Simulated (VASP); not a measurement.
Set up this calculation in VASP 6.6.1, as the native input.

- Task: electric field gradients
- Functional: PBE
- Potentials or basis: VASP PAW PBE potentials, release 64 (Pt, S)
- Cutoff: 520 eV
- k mesh: 12 × 12 × 7
- Occupations: fermi-dirac, width 0.08 eV
- Spin: no spin polarisation
- Dipole correction: no
- Further INCAR settings: ALGO = Normal; EDIFF = 1e-08; NBANDS = 18

The structure of PtS2 lies in POSCAR:

```
PtS2
1.0
    3.5431994758      0.0000000000      0.0000000000
   -1.7715997379      3.0685007567      0.0000000000
    0.0000000000      0.0000000000      5.0388000000
Pt S
1 2
Direct
    0.0000000000      0.0000000000      0.0000000000
    0.3333333333      0.6666666667      0.2500000000
    0.6666666667      0.3333333333      0.7500000000
```

The input as run:

INCAR

```
ALGO = Normal
EDIFF = 1E-8
ENCUT = 520
GGA = PE
ISIF = 2
ISMEAR = -1
LASPH = T
LCHARG = F
LEFG = T
LREAL = F
LWAVE = F
NBANDS = 18
NELM = 80
PREC = Accurate
SIGMA = 0.08
```

KPOINTS

```
k-points
0
Gamma
  12 12 7
```

Potentials or basis: VASP PAW PBE potentials, release 64 (Pt, S).

The run is started by

```console
$ cat potpaw_PBE.64/Pt/POTCAR potpaw_PBE.64/S/POTCAR > POTCAR
$ mpirun -np 1 vasp_std > vasp.out
```

It gave:

```json
{"Pressure": "1.9 GPa", "Largest force": "0.366 eV/Å", "Band gap on the k mesh": "0.52 eV, indirect (least direct gap 0.74 eV)"}
```

Caveat: without QUAD_EFG the Cq values of the log hold for a quadrupole moment of 1 mb, not for the nuclei; spin-orbit coupling is left out, which moves the levels of the heavy elements.

Wall time 77 s on 1 thread of Intel(R) Xeon(R) Platinum 8488C (Sapphire Rapids), with other jobs on the host, peak memory 0.25 GiB.
